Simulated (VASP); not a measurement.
# MgC2 in VASP: a series of runs, part 2 of 2

VASP 6.6.1. Earlier steps stand in the parts before.

### 3 Relaxation of cell and atoms, PBEsol, target pressure 30 GPa, at which the enthalpy is minimised

Input file INCAR:

```
  PREC = Accurate
  ENCUT = 600
  EDIFF = 1E-6
  ISMEAR = -1
  SIGMA = 0.05
  LREAL = F
  LASPH = T
  NELM = 100
  ALGO = Normal
  ISIF = 3
  LWAVE = F
  LCHARG = F
  GGA = PS
  IBRION = 2
  NSW = 60
  EDIFFG = -0.01
  PSTRESS = 300.0
```

Input file KPOINTS:

```
regular mesh
0
Gamma
  7 7 6
```

Input file POSCAR:

```
MgC2
1.0
    3.9507770000      0.0000000000      0.0000000000
    0.0000000000      3.9507770000      0.0000000000
    0.0000000000      0.0000000000      4.9870890000
Mg C
2 4
Direct
    0.0000000000      0.0000000000      0.5000000000
    0.5000000000      0.5000000000      0.0000000000
    0.3876550000      0.6123450000      0.5000000000
    0.1123450000      0.1123450000      0.0000000000
    0.6123450000      0.3876550000      0.5000000000
    0.8876550000      0.8876550000      0.0000000000
```

Potentials or basis: VASP PAW PBE potentials, release 64 (Mg, C).

The run is started by

```sh
$ cat potpaw_PBE.64/Mg/POTCAR potpaw_PBE.64/C/POTCAR > POTCAR
$ mpirun -np 1 vasp_std > vasp.out
```

OUTCAR:

```text
PREC = Accurate
   ENCUT = 600
   EDIFF = 1E-6
   ISMEAR = -1
   LREAL = F
   LASPH = T
   NELM = 100
   ISIF = 3
   GGA = PS
   IBRION = 2
   NSW = 60
   EDIFFG = -0.01
   PSTRESS = 300.0

 ion  position               nearest neighbor table
   1  0.000  0.000  0.500-   3 2.17   5 2.17   4 2.57   6 2.57   4 2.57   6 2.57   5 2.86   3 2.86
                             5 2.86   3 2.86
   2  0.500  0.500  0.000-   4 2.17   6 2.17   5 2.57   3 2.57   3 2.57   5 2.57   4 2.86   4 2.86
                             6 2.86   6 2.86
   3  0.388  0.612  0.500-   5 1.26   1 2.17   2 2.57   2 2.57   1 2.86   1 2.86
   4  0.112  0.112  0.000-   6 1.26   2 2.17   1 2.57   1 2.57   2 2.86   2 2.86
   5  0.612  0.388  0.500-   3 1.26   1 2.17   2 2.57   2 2.57   1 2.86   1 2.86
   6  0.888  0.888  0.000-   4 1.26   2 2.17   1 2.57   1 2.57   2 2.86   2 2.86

  LATTYP: Found a simple tetragonal cell.
 ALAT       =     3.9507770000
 C/A-ratio  =     1.2623058705

  Lattice vectors:

 A1 = (   3.9507770000,   0.0000000000,   0.0000000000)
 A2 = (   0.0000000000,   3.9507770000,   0.0000000000)
 A3 = (   0.0000000000,   0.0000000000,   4.9870890000)

Analysis of symmetry for initial positions (statically):
=====================================================================
 Subroutine PRICEL returns:
 Original cell was already a primitive cell.

 Routine SETGRP: Setting up the symmetry group for a
 simple tetragonal supercell.

 Subroutine GETGRP returns: Found 16 space group operations
 (whereof  8 operations were pure point group operations)
 out of a pool of 16 trial point group operations.

The static configuration has the point symmetry D_2h.
 The point group associated with its full space group is D_4h.

Analysis of symmetry for dynamics (positions and initial velocities):
=====================================================================
 Subroutine PRICEL returns:
 Original cell was already a primitive cell.

 Routine SETGRP: Setting up the symmetry group for a
 simple tetragonal supercell.

 Subroutine GETGRP returns: Found 16 space group operations
 (whereof  8 operations were pure point group operations)
 out of a pool of 16 trial point group operations.

The dynamic configuration has the point symmetry D_2h.
 The point group associated with its full space group is D_4h.

 Subroutine INISYM returns: Found 16 space group operations
[... 130 lines left out ...]
   GGA     = PS    functional components
   LHFCALC =     F    Hartree Fock is set to
   AEXX    =    0.0000 exact exchange contribution
   IVDW    =     0    specifies the selected vdW correction
   LEPSILON=     F    determine dielectric tensor
   LRPA    =     F    only Hartree local field effects (RPA)
 conjugate gradient relaxation of ions
 non-spin polarized calculation
  energy-cutoff  :      600.00
  volume of cell :       77.84
 maximum number of plane-waves:      2616
 NGX is ok and might be reduce to    32
   NGX = 15   NGY = 15   NGZ = 19

--------------------------------------- Ionic step        1  -------------------------------------------

 number of electron      20.0000001 magnetization

 Free energy of the ion-electron system (eV)
  ---------------------------------------------------
  ext. energy  EPLUGINS =         0.00000000
  ---------------------------------------------------
  free energy    TOTEN  =       -39.10243821 eV

  energy without entropy =      -39.10243821  energy(sigma->0) =      -39.10243821

 E-fermi :   2.0598     XC(G=0):  -9.6850

 val. band max:        1.0422074468   @ k =   0.4286   0.4286   0.5000
 cond. band min:       3.5085657080   @ k =   0.0000   0.0000   0.0000
 fundamental gap:      2.4663582611
 Fermi energy:         2.0597826890

 k-point     1 :       0.0000    0.0000    0.0000
  band No.  band energies     occupation
      1     -11.8422      2.00000
      2     -10.9560      2.00000
      3      -2.4782      2.00000
      4      -1.9904      2.00000
      5      -1.9621      2.00000
      6      -1.9621      2.00000
      7      -0.3082      2.00000
      8       0.5748      2.00000
      9       0.6449      2.00000
     10       0.6449      2.00000
     11       3.5086      0.00000
     12       6.2159      0.00000
     13       6.5679      0.00000
     14       6.5679      0.00000
[... 512 lines left out ...]
  energy  without entropy=      -38.1609333259  energy(sigma->0) =      -38.16093333

  enthalpy is  TOTEN    =       -26.1918962681 eV   P V=       11.9690370578

[... ionic steps 4 to 9 ...]

--------------------------------------- Ionic step       10  -------------------------------------------

 number of electron      19.9999999 magnetization

------------------------ aborting loop because EDIFF is reached ----------------------------------------
[... 79 lines left out ...]
--------------------------------------- Ionic step       12  -------------------------------------------

 number of electron      19.9999999 magnetization

 Free energy of the ion-electron system (eV)
  ---------------------------------------------------
  ext. energy  EPLUGINS =         0.00000000
  ---------------------------------------------------
  free energy    TOTEN  =       -37.94571651 eV

  energy without entropy =      -37.94571644  energy(sigma->0) =      -37.94571647

 E-fermi :   3.6935     XC(G=0): -10.8312

 val. band max:        2.9903794582   @ k =   0.4286   0.4286   0.5000
 cond. band min:       4.2894435244   @ k =   0.0000   0.0000   0.0000
 fundamental gap:      1.2990640662
 Fermi energy:         3.6934772181

 k-point     1 :       0.0000    0.0000    0.0000
  band No.  band energies     occupation
      1     -11.1621      2.00000
      2      -9.5344      2.00000
      3      -1.6969      2.00000
      4      -0.5283      2.00000
      5      -0.4726      2.00000
      6      -0.4726      2.00000
      7       1.4296      2.00000
      8       2.3627      2.00000
      9       2.6145      2.00000
     10       2.6145      2.00000
     11       4.2894      0.00001
     12       8.1447      0.00000
     13       8.1447      0.00000
     14       8.2040      0.00000
[... 428 lines left out ...]
  energy  without entropy=      -37.9457164358  energy(sigma->0) =      -37.94571647

  enthalpy is  TOTEN    =       -26.7277288918 eV   P V=       11.2179876148

 reached required accuracy - stopping structural energy minimisation
```

CONTCAR:

```text
MgC2
   1.00000000000000
     3.6894960161025128   -0.0000000000000000    0.0000000000000000
    -0.0000000000000000    3.6894960161025128    0.0000000000000000
     0.0000000000000000    0.0000000000000000    4.4011907588407322
  Mg              C
     2     4
Direct
     0.0000000000000000    0.0000000000000000    0.5000000000000000
     0.5000000000000000    0.5000000000000000    0.0000000000000000
     0.3818619160580713    0.6181380839419285    0.5000000000000000
     0.1181380839419287    0.1181380839419287    0.0000000000000000
     0.6181380839419285    0.3818619160580713    0.5000000000000000
     0.8818619160580715    0.8818619160580715    0.0000000000000000

  0.00000000E+00  0.00000000E+00  0.00000000E+00
  0.00000000E+00  0.00000000E+00  0.00000000E+00
  0.00000000E+00  0.00000000E+00  0.00000000E+00
  0.00000000E+00  0.00000000E+00  0.00000000E+00
  0.00000000E+00  0.00000000E+00  0.00000000E+00
  0.00000000E+00  0.00000000E+00  0.00000000E+00
```

It took 4.6 min on 1 thread of Intel Xeon Platinum 8375C at 2.90GHz (Ice Lake), shared host; peak memory 0.24 GiB.

Results:

```
Free energy                                                : -37.9457 eV
Relaxed volume                                             : 9.99 Å³/atom
Relaxed cell                                               : a = 3.689 Å, b = 3.689 Å, c = 4.401 Å, α = 90.00°, β = 90.00°, γ = 90.00°
Space group after relaxing (to 0.1 Å)                      : P4_2/mnm (No. 136)
Energy change on relaxing (the run minimises the enthalpy) : +192.8 meV/atom
Ionic steps                                                : 12
Pressure after relaxing                                    : 30.0 GPa
Largest force after relaxing                               : 0.004 eV/Å
Band gap on the k mesh                                     : 1.30 eV (least direct gap 1.67 eV)
```

Forces in eV/Å, atoms in the order of the input:
```
Mg   0.000  0.000  0.000
Mg   0.000  0.000  0.000
C   -0.003  0.003  0.000
C    0.003  0.003  0.000
C    0.003 -0.003  0.000
C   -0.003 -0.003  0.000
```

Step by step:
| step | energy change (eV) | largest force (eV/Å) | pressure (GPa) | volume (Å³) |
| --- | --- | --- | --- | --- |
| 1 | 0.0000 | 0.1048 | -2.33 | 77.84 |
| 2 | 5.0564 | 14.5748 | 92.23 | 51.91 |
| 3 | 0.9415 | 6.0393 | 29.12 | 63.92 |
| 4 | 3.2173 | 7.5776 | 41.43 | 54.93 |
| 5 | 1.1607 | 0.1274 | 30.76 | 60.32 |
| 6 | 1.1884 | 0.1207 | 30.89 | 60.17 |
| 7 | 1.1319 | 0.2067 | 29.77 | 60.28 |
| 8 | 1.0414 | 0.4368 | 27.35 | 60.56 |
| 9 | 1.1560 | 1.4534 | 31.70 | 60.03 |
| 10 | 1.0693 | 0.1469 | 28.70 | 60.39 |
| 11 | 1.1304 | 0.0465 | 29.59 | 60.05 |
| 12 | 1.1567 | 0.0041 | 29.97 | 59.91 |

Final structure:
```cif
data_structure
_symmetry_space_group_name_H-M 'P 1'
_symmetry_Int_Tables_number 1
_cell_length_a 3.6895
_cell_length_b 3.6895
_cell_length_c 4.4012
_cell_angle_alpha 90.000
_cell_angle_beta 90.000
_cell_angle_gamma 90.000
_cell_volume 59.91
loop_
_atom_site_label
_atom_site_type_symbol
_atom_site_fract_x
_atom_site_fract_y
_atom_site_fract_z
_atom_site_occupancy
Mg1 Mg 0.00000 0.00000 0.50000 1
Mg2 Mg 0.50000 0.50000 0.00000 1
C1 C 0.38186 0.61814 0.50000 1
C2 C 0.11814 0.11814 0.00000 1
C3 C 0.61814 0.38186 0.50000 1
C4 C 0.88186 0.88186 0.00000 1
```

Levels at points of the mesh, in eV from the valence-band top:
```
           k point  band 7  band 8  band 9  band 10  band 11  band 12  band 13  band 14
(0.00, 0.00, 0.00)   -1.56   -0.63   -0.38    -0.38     1.30     5.15     5.15     5.21
(0.00, 0.00, 0.50)   -1.27   -1.27   -0.37    -0.37     2.79     2.79     5.61     5.61
```

Caveat: the cell is relaxed towards a set pressure, so the run minimises the enthalpy, not the energy; the volume moved by over 15 % at a fixed basis, so the end points are rough; the PAW data sets were made with another functional, which shifts forces and pressure a little. A k mesh can miss the band edges.
